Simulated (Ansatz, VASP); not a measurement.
**SnTe in VASP and in Ansatz**

```xyz
2
Lattice="0.0000 3.6111 3.6834 3.6111 0.0000 3.6834 3.6111 3.6111 0.0000" Properties=species:S:1:pos:R:3 pbc="T T T"
Sn    0.0000    0.0000    0.0000
Te    5.4167    5.4167    5.5251
```

Alike in both runs: task single point; functional r2SCAN; dispersion D4; k mesh 5 × 5 × 5; occupations fermi-dirac, width 0.05 eV; no spin polarisation.

|  | VASP | Ansatz |
| --- | --- | --- |
| version | VASP 6.6.1 | Ansatz 0.2.0 |
| potentials or method | VASP PAW PBE potentials, release 64 (Sn_d, Te), cutoff 520 eV | plane waves, PAW |
| valence electrons in the cell | 20 | 30 |

|  | VASP | Ansatz | Ansatz less VASP |
| --- | --- | --- | --- |
| pressure (GPa) | -1.4 | -1.4 | +0.01 |

VASP's potentials were made for PBE, not for r2SCAN. VASP's potentials hold 20 valence electrons a cell and Ansatz's 30, so a difference there can come from the potentials and not from the codes. Ansatz's warnings: stress scf threshold loose.

Neither program's run includes spin-orbit coupling.
